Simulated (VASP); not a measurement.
A run of VASP 6.6.1 is set up as follows.

Contents of INCAR:

```
ALGO = Normal
EDIFF = 1E-6
ENCUT = 600
GGA = PS
GGA_COMPAT = False
ISIF = 2
ISMEAR = 0
LASPH = True
LCHARG = False
LREAL = False
LWAVE = False
NBANDS = 11
NELM = 120
PREC = Accurate
SIGMA = 0.05
```

Contents of KPOINTS:

```
k-points
0
Gamma
  8 8 8
```

The input POSCAR:

```
MgS
1.0
    0.0000000000      2.7317325000      2.5366087500
    2.7317325000      0.0000000000      2.5366087500
    2.7317325000      2.7317325000      0.0000000000
Mg S
1 1
Direct
    0.0000000000      0.0000000000      0.0000000000
    0.5000000000      0.5000000000      0.5000000000
```

Potentials or basis: VASP PAW PBE potentials, release 64 (Mg, S).

Run with:

```console
$ cat potpaw_PBE.64/Mg/POTCAR potpaw_PBE.64/S/POTCAR > POTCAR
$ mpirun -np 1 vasp_std > vasp.out
```

**Question.** What does it give for the pressure?

**Answer.** -5.0 GPa.

**Question.** What does it give for the band gap on the k mesh?

**Answer.** 2.29 eV, indirect (least direct gap 2.95 eV).

Stress tensor (GPa, compression positive):
```
-6.92  0.00  0.00
 0.00 -6.92  0.00
 0.00  0.00 -1.15
```

Caveat: the cell differs from its parent crystal (strain +0.050 along x and y, -0.025 along z); the PAW data sets were made with another functional, which shifts forces and pressure a little. A k mesh can miss the band edges.
